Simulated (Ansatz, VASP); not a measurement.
**Two plane-wave programs on KCl**

```xyz
2
Lattice="0.0000 3.1895 3.1895 3.1895 0.0000 3.1895 3.1895 3.1895 0.0000" Properties=species:S:1:pos:R:3 pbc="T T T"
K     0.0000    0.0000    0.0000
Cl    3.1895    3.1895    3.1895
```

Alike in both runs: functional PBE; k mesh 13 × 13 × 13; occupations fermi-dirac, width 0.05 eV; no spin polarisation.

Ansatz relaxed the structure, and its values are those at the end. VASP's run is a single point on that final structure, the one shown.

|  | VASP | Ansatz |
| --- | --- | --- |
| version | VASP 6.6.1 | Ansatz 0.2.0 |
| potentials or method | VASP PAW PBE potentials, release 64 (K_sv, Cl) | PAW with Ansatz's default frozen-core files, scalar-relativistic |
| plane-wave cutoff (eV) | 520 | 420 |
| valence electrons in the cell | 16 | 16 |

|  | VASP | Ansatz | Ansatz less VASP |
| --- | --- | --- | --- |
| pressure (GPa) | 0.0 | 0.0 | -0.02 |
